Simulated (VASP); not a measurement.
A run of VASP 6.6.1 is set up as follows.

INCAR

```
PREC = Accurate ; ENCUT = 520
EDIFF = 1E-6 ; ISMEAR = 0
SIGMA = 0.1 ; LREAL = F
LASPH = T ; NELM = 60
ALGO = Normal ; ISIF = 2
LWAVE = F ; LCHARG = F
GGA = PE ; NBANDS = 24
```

The input KPOINTS:

```
regular mesh
0
Gamma
  4 6 4
```

The input POSCAR:

```
AlC
1.0
    5.3442082787      0.0000000000      0.0000000000
    0.0000000000      2.8860545222      0.0000000000
    0.0000000000      0.0000000000      5.0657407981
Al C
4 4
Direct
    1.0000278553      0.2500000000      0.2499877629
    0.4999721447      0.7500000000      0.7499877629
    0.5000278553      0.2500000000      0.2500122371
   -0.0000278553      0.7500000000      0.7500122371
    0.2500005940      0.2500000000      0.9190373299
    0.2499994060      0.7500000000      0.4190373299
    0.7500005940      0.2500000000      0.5809626701
    0.7499994060      0.7500000000      0.0809626701
```

Potentials or basis: VASP PAW PBE potentials, release 64 (Al, C).

Command:

```console
$ cat potpaw_PBE.64/Al/POTCAR potpaw_PBE.64/C/POTCAR > POTCAR
$ mpirun -np 1 vasp_std > vasp.out
```

(1) Predict the largest force.

(2) Predict the pressure.

(3) What does it give for the band gap on the k mesh?

Answers

(1) 0.007 eV/Å.

(2) -0.1 GPa.

(3) zero (band 14 reaches 9.92 eV, above the bottom of band 15 at 6.97 eV).

Caveat: the k points lie up to 0.36 Å⁻¹ apart.
